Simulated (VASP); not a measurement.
Set up this calculation in VASP 6.6.1, as the native input.

```
Task                   : single point
Functional             : PBEsol
Potentials or basis    : VASP PAW PBE potentials, release 64 (Pd)
Cutoff                 : 520 eV
k mesh                 : 12 × 12 × 12
Occupations            : fermi-dirac, width 0.05 eV
Spin                   : no spin polarisation
Dipole correction      : no
Further INCAR settings : ALGO = Normal; EDIFF = 1e-07; NBANDS = 11
```

The structure of Pd lies in POSCAR:

```
Pd
1.0
   -1.6031178681      1.6031178681      1.6031178681
    1.6031178681     -1.6031178681      1.6031178681
    1.6031178681      1.6031178681     -1.6031178681
Pd
1
Direct
    0.0000000000      0.0000000000      0.0000000000
```

This cell differs from its parent crystal: volume scaled by 1.06.

These files were run (other wordings do the same):

INCAR

```
SYSTEM = Pd
ALGO = Normal
EDIFF = 1E-7
ENCUT = 520
GGA = PS
ISIF = 2
ISMEAR = -1
LASPH = .TRUE.
LCHARG = .TRUE.
LELF = .TRUE.
LREAL = .FALSE.
LVHAR = .TRUE.
LWAVE = .FALSE.
NBANDS = 11
NELM = 80
PREC = Accurate
SIGMA = 0.05
```

KPOINTS

```
k-points
0
G
  12 12 12
  0 0 0
```

Potentials or basis: VASP PAW PBE potentials, release 64 (Pd).

The run is started by

```console
$ cat potpaw_PBE.64/Pd/POTCAR > POTCAR
$ mpirun -np 1 vasp_std > vasp.out
```

Results of the run:

```json
{"Pressure": "-17.1 GPa", "Band gap on the k mesh": "zero (band 5 reaches 8.35 eV, above the bottom of band 6 at 6.97 eV)"}
```

Caveat: the PAW data sets were made with another functional, which shifts forces and pressure a little.

Wall time 7.4 s on 1 thread of Intel Xeon 6975P-C, on a shared host, peak memory 0.14 GiB.
